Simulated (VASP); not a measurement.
# SiNiGe4 (F-43m) in VASP: further runs, part 2 of 2

VASP 6.6.1. The steps go on from the part before.

## 5. Relaxation of cell and atoms, PBE, collinear spin, ferromagnetic start

This run uses another cell than the first one, of 15.46 Å³/atom.

File INCAR:

```
  PREC = Accurate
  ENCUT = 600
  EDIFF = 1E-6
  ISMEAR = 0
  SIGMA = 0.1
  LREAL = False
  LASPH = True
  NELM = 150
  ALGO = Normal
  ISIF = 3
  LWAVE = False
  LCHARG = False
  ISPIN = 2
  MAGMOM = 0 2 0 0 0 0
  LORBIT = 11
  LMAXMIX = 4
  GGA = PE
  IBRION = 2
  NSW = 90
  EDIFFG = -0.04
```

File KPOINTS:

```
Automatic mesh
0
Gamma
  4 4 4
```

File POSCAR:

```
SiNiGe4
1.0
    0.0000000000      3.5929914500      3.5929914500
    3.5929914500      0.0000000000      3.5929914500
    3.5929914500      3.5929914500      0.0000000000
Si Ni Ge
1 1 4
Direct
    0.0000000000      0.0000000000      0.0000000000
    0.2500000000      0.2500000000      0.2500000000
    0.1226459100      0.6257847000      0.6257847000
    0.6257847000      0.1226459100      0.6257847000
    0.6257847000      0.6257847000      0.1226459100
    0.6257847000      0.6257847000      0.6257847000
```

Potentials or basis: VASP PAW PBE potentials, release 64 (Si, Ni, Ge_d).

Run with:

```bash
$ cat potpaw_PBE.64/Si/POTCAR potpaw_PBE.64/Ni/POTCAR potpaw_PBE.64/Ge_d/POTCAR > POTCAR
$ mpirun -np 1 vasp_std > vasp.out
```

OUTCAR:

```text
PREC = Accurate
   ENCUT = 600
   EDIFF = 1E-6
   ISMEAR = 0
   LREAL = False
   LASPH = True
   NELM = 150
   ISIF = 3
   ISPIN = 2
   LORBIT = 11
   GGA = PE
   IBRION = 2
   NSW = 90
   EDIFFG = -0.04

 ion  position               nearest neighbor table
   1  0.000  0.000  0.000-   3 2.98   4 2.98   5 2.98   6 2.98   6 2.98   6 2.98   3 2.98   4 2.98
                             4 2.98   3 2.98   5 2.98   5 2.98   2 3.11   2 3.11   2 3.11   2 3.11
   2  0.250  0.250  0.250-   3 2.98   4 2.98   3 2.98   5 2.98   4 2.98   5 2.98   6 2.98   6 2.98
                             6 2.98   3 2.98   4 2.98   5 2.98   1 3.11   1 3.11   1 3.11   1 3.11
   3  0.123  0.626  0.626-   4 2.52   5 2.52   6 2.52   6 2.56   5 2.56   4 2.56   1 2.98   1 2.98
                             1 2.98   2 2.98   2 2.98   2 2.98
   4  0.626  0.123  0.626-   3 2.52   5 2.52   6 2.52   5 2.56   6 2.56   3 2.56   1 2.98   1 2.98
                             1 2.98   2 2.98   2 2.98   2 2.98
   5  0.626  0.626  0.123-   3 2.52   4 2.52   6 2.52   6 2.56   4 2.56   3 2.56   1 2.98   1 2.98
                             1 2.98   2 2.98   2 2.98   2 2.98
   6  0.626  0.626  0.626-   3 2.52   4 2.52   5 2.52   5 2.56   4 2.56   3 2.56   1 2.98   1 2.98
                             1 2.98   2 2.98   2 2.98   2 2.98

  LATTYP: Found a face centered cubic cell.
 ALAT       =     7.1859829000

  Lattice vectors:

 A1 = (   0.0000000000,   3.5929914500,   3.5929914500)
 A2 = (   3.5929914500,   0.0000000000,   3.5929914500)
 A3 = (   3.5929914500,   3.5929914500,   0.0000000000)

Analysis of symmetry for initial positions (statically):
=====================================================================
[... 353 lines left out ...]
  ext. energy  EPLUGINS =         0.00000000
  ---------------------------------------------------
  free energy    TOTEN  =       -24.61323792 eV

  energy without entropy =      -24.58877326  energy(sigma->0) =      -24.60100559

 E-fermi :   6.7315     XC(G=0): -10.9634

 val. band max:        6.6687902292   @ k =  -0.2500   0.5000   0.2500
 cond. band min:       6.7468150593   @ k =  -0.2500   0.5000   0.2500
 fundamental gap:      0.0780248301
 Fermi energy:         6.7315126964

 spin component 1

 k-point     1 :       0.0000    0.0000    0.0000
  band No.  band energies     occupation
      1     -18.5266      1.00000
      2     -18.4549      1.00000
      3     -18.4549      1.00000
      4     -18.4549      1.00000
      5     -18.4516      1.00000
      6     -18.4516      1.00000
[... 357 lines left out ...]
     42      10.9199      0.00000
     43      11.1718      0.00000
 Fermi energy:         6.7315126964

 spin component 2

 k-point     1 :       0.0000    0.0000    0.0000
  band No.  band energies     occupation
      1     -18.5266      1.00000
      2     -18.4549      1.00000
      3     -18.4549      1.00000
      4     -18.4549      1.00000
      5     -18.4516      1.00000
      6     -18.4516      1.00000
[... 390 lines left out ...]
  FREE ENERGIE OF THE ION-ELECTRON SYSTEM (eV)
  ---------------------------------------------------
  free  energy   TOTEN  =       -24.6132379195 eV

  energy  without entropy=      -24.5887732644  energy(sigma->0) =      -24.60100559

 reached required accuracy - stopping structural energy minimisation

 total charge

# of ion       s       p       d       tot
------------------------------------------
    1        0.939   0.561   0.000   1.499
    2        0.280   0.147   8.437   8.864
    3        1.256   0.957  10.044  12.257
    4        1.256   0.957  10.044  12.257
    5        1.256   0.957  10.044  12.257
    6        1.256   0.957  10.044  12.257
--------------------------------------------------
tot          6.243   4.534  48.614  59.391

 magnetization (x)

# of ion       s       p       d       tot
------------------------------------------
    1        0.000  -0.000   0.000  -0.000
    2        0.000   0.000   0.000   0.000
    3       -0.000  -0.000  -0.000  -0.000
    4       -0.000  -0.000  -0.000  -0.000
    5       -0.000  -0.000  -0.000  -0.000
    6       -0.000  -0.000  -0.000  -0.000
--------------------------------------------------
tot          0.000  -0.000   0.000   0.000
```

OSZICAR:

```text
N       E                     dE             d eps       ncg     rms          rms(c)
DAV:   1     0.742285399006E+03    0.74229E+03   -0.34338E+04  1607   0.486E+03
DAV:   2     0.117404752662E+03   -0.62488E+03   -0.60634E+03  1376   0.103E+03
[... 70 lines left out ...]
DAV:   1    -0.246144056127E+02   -0.32157E-02   -0.84066E-01  1570   0.571E+00    0.527E-01
DAV:   2    -0.246535171506E+02   -0.39112E-01   -0.18493E-01  1522   0.304E+00    0.262E+00
DAV:   3    -0.246134674658E+02    0.40050E-01   -0.14564E-01  1750   0.222E+00    0.155E-01
DAV:   4    -0.246132986423E+02    0.16882E-03   -0.36325E-03  1620   0.424E-01    0.718E-02
DAV:   5    -0.246132466573E+02    0.51985E-04   -0.21398E-04  1654   0.112E-01    0.160E-02
DAV:   6    -0.246132381146E+02    0.85427E-05   -0.20598E-05  1634   0.476E-02    0.573E-03
DAV:   7    -0.246132379195E+02    0.19512E-06   -0.10801E-06   914   0.723E-03
   5 F= -.24613238E+02 E0= -.24601006E+02  d E =-.204817E-02  mag=     0.0000
```

Run time: 5.8 min. Hardware: 1 thread of Intel Xeon 6975P-C (Granite Rapids), shared host; peak memory 0.36 GiB.

Results:

| Property | Result |
| --- | --- |
| Free energy | -24.6132 eV |
| Relaxed volume | 18.62 Å³/atom |
| Relaxed cell | a = 5.406 Å, b = 5.406 Å, c = 5.406 Å, α = 60.00°, β = 60.00°, γ = 60.00° |
| Space group after relaxing (to 0.1 Å) | F-43m (No. 216) |
| Energy gained by relaxing | 158.0 meV/atom |
| Ionic steps | 5 |
| Pressure after relaxing | -0.3 GPa |
| Largest force after relaxing | 0.018 eV/Å |
| Band gap on the k mesh | zero (filled and empty bands overlap) |
| Net moment | 0.00 μB per cell |
| Valence electrons inside the program's atomic spheres | Si 1.50; Ni 8.86; Ge 12.26 |

Forces on the atoms (eV/Å):
```
Si   0.000  0.000  0.000
Ni   0.000  0.000  0.000
Ge   0.010 -0.010 -0.010
Ge  -0.010  0.010 -0.010
Ge  -0.010 -0.010  0.010
Ge   0.010  0.010  0.010
```

The path:
| step | energy change (eV) | largest force (eV/Å) | pressure (GPa) | volume (Å³) |
| --- | --- | --- | --- | --- |
| 1 | 0.0000 | 0.5398 | 18.74 | 92.77 |
| 2 | -0.8330 | 0.2389 | -4.19 | 119.23 |
| 3 | -0.9464 | 0.1449 | 0.11 | 111.12 |
| 4 | -0.9463 | 0.1516 | -0.07 | 111.51 |
| 5 | -0.9483 | 0.0177 | -0.25 | 111.70 |

Final structure:
```yaml
crystal:
  lattice:
    - [0.00000, 3.82244, 3.82244]
    - [3.82244, 0.00000, 3.82244]
    - [3.82244, 3.82244, 0.00000]
  atoms:
    - { symbol: Si, position: [0.00000, 0.00000, 0.00000] }
    - { symbol: Ni, position: [0.25000, 0.25000, 0.25000] }
    - { symbol: Ge, position: [0.12583, 0.62472, 0.62472] }
    - { symbol: Ge, position: [0.62472, 0.12583, 0.62472] }
    - { symbol: Ge, position: [0.62472, 0.62472, 0.12583] }
    - { symbol: Ge, position: [0.62472, 0.62472, 0.62472] }
```

Levels at points of the mesh, in eV from the Fermi level:
Spin up:
```
           k point  band 30  band 31  band 32  band 33  band 34  band 35  band 36  band 37  band 38  band 39
(0.00, 0.00, 0.00)    -2.53    -2.53    -0.79    -0.79    -0.79    -0.13    -0.13    -0.13    -0.07    -0.07
(0.50, 0.00, 0.00)    -1.59    -1.01    -0.91    -0.91    -0.55     0.25     0.25     0.35     0.68     0.68
(0.50, 0.50, 0.00)    -1.35    -1.18    -0.89    -0.49    -0.49     0.52     0.57     0.67     0.67     1.72
```
Spin down:
| k point | band 30 | band 31 | band 32 | band 33 | band 34 | band 35 | band 36 | band 37 | band 38 | band 39 |
| --- | --- | --- | --- | --- | --- | --- | --- | --- | --- | --- |
| (0.00, 0.00, 0.00) | -2.53 | -2.53 | -0.79 | -0.79 | -0.79 | -0.13 | -0.13 | -0.13 | -0.07 | -0.07 |
| (0.50, 0.00, 0.00) | -1.59 | -1.01 | -0.91 | -0.91 | -0.55 | 0.25 | 0.25 | 0.35 | 0.68 | 0.68 |
| (0.50, 0.50, 0.00) | -1.35 | -1.18 | -0.89 | -0.49 | -0.49 | 0.52 | 0.57 | 0.67 | 0.67 | 1.72 |

Caveat: the k points lie up to 0.36 Å⁻¹ apart in the final cell, too coarse for converged energies and pressures of a metal; the volume moved by over 15 % at a fixed basis, so the end points are rough.
